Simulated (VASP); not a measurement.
A run of VASP 6.6.1:

Contents of INCAR:

```
PREC = Accurate
ENCUT = 520
EDIFF = 1E-6
ISMEAR = 0
SIGMA = 0.15
LREAL = False
LASPH = True
NELM = 100
ALGO = Normal
ISIF = 2
LWAVE = False
LCHARG = False
GGA = CA
NBANDS = 8
```

Contents of KPOINTS:

```
Automatic mesh
0
Gamma
  12 12 12
```

POSCAR

```
P
1.0
    4.2729048574      0.0000000000      0.0000000000
    0.0000000000      4.2729048574      0.0000000000
    0.0000000000      0.0000000000      4.3780000000
P
1
Direct
    0.0000000000      0.0000000000      0.0000000000
```

Potentials or basis: VASP PAW LDA potentials, release 64 (P).

The run is started by

```bash
$ cat potpaw_LDA.64/P/POTCAR > POTCAR
$ mpirun -np 1 vasp_std > vasp.out
```

Hardware: 1 thread of AMD EPYC 7R43 64-Core Processor (Zen 3), with other jobs on the host.

Problem. Estimate the wall time of this run.

Solution. It took 64 s on 1 thread of AMD EPYC 7R43 64-Core Processor (Zen 3), on a shared host, peak memory 0.19 GiB. Counts: scf iterations 11, k points 196.
